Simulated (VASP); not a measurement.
## Pt: relaxation of cell and atoms with PBE+D3(BJ)

The system is Pt.

```
Pt
1.0
     0.00000    1.96090    1.96090
     1.96090    0.00000    1.96090
     1.96090    1.96090    0.00000
Pt
1
Direct
  0.00000 0.00000 0.00000
```

```yaml
Program: VASP 6.6.1
Task: relaxation of cell and atoms
Functional: PBE
Dispersion: D3(BJ)
Potentials_or_basis: VASP PAW PBE potentials, release 64 (Pt)
Cutoff: 600 eV
k_mesh: 12 × 12 × 12
Occupations: fermi-dirac, width 0.05 eV
Spin: no spin polarisation
Dipole_correction: no
Further_INCAR_settings: ALGO = Normal; EDIFF = 1e-07; IBRION = 2; EDIFFG = -0.005; NSW = 80; ISIF = 3
```

* Relaxed volume: 15.14 Å³/atom
* Relaxed cell: a = 2.777 Å, b = 2.777 Å, c = 2.777 Å, α = 60.00°, β = 60.00°, γ = 60.00°
* Space group after relaxing (to 0.05 Å): Fm-3m (No. 225)
* Energy gained by relaxing: 0.2 meV/atom
* Ionic steps: 3
* Pressure after relaxing: 0.0 GPa
* Band gap on the k mesh: zero (band 5 reaches 11.69 eV, above the bottom of band 6 at 9.47 eV)
* Dispersion energy per atom: -0.776 eV

Step by step:
```tsv
step	energy change (eV)	largest force (eV/Å)	pressure (GPa)	volume (Å³)
1	0.0000	0.0000	1.20	15.08
2	0.0017	0.0000	-3.23	15.33
3	-0.0002	0.0000	0.01	15.14
```

Final structure:
```yaml
crystal:
  lattice:
    - [0.00000, 1.96365, 1.96365]
    - [1.96365, 0.00000, 1.96365]
    - [1.96365, 1.96365, 0.00000]
  atoms:
    - { symbol: Pt, position: [0.00000, 0.00000, 0.00000] }
```

Levels at points of the mesh, in eV from the Fermi level:
```csv
k point,band 3,band 4,band 5,band 6,band 7,band 8
"(0.00, 0.00, 0.00)",-3.78,-3.78,-1.64,-1.64,14.63,19.57
"(0.50, 0.00, 0.00)",-3.84,-0.48,0.03,0.03,5.79,14.19
"(0.50, 0.50, 0.00)",-0.01,0.48,0.48,1.77,8.82,11.36
```

Wall time 8.9 s on 1 thread of Intel(R) Xeon(R) 6975P-C (Granite Rapids), on a shared host, peak memory 0.16 GiB.

Caveat: spin-orbit coupling is left out, which moves the levels of the heavy elements; pairwise dispersion overbinds metals, which lowers pressure and volume. Zero-point motion and thermal expansion aren't in these numbers.
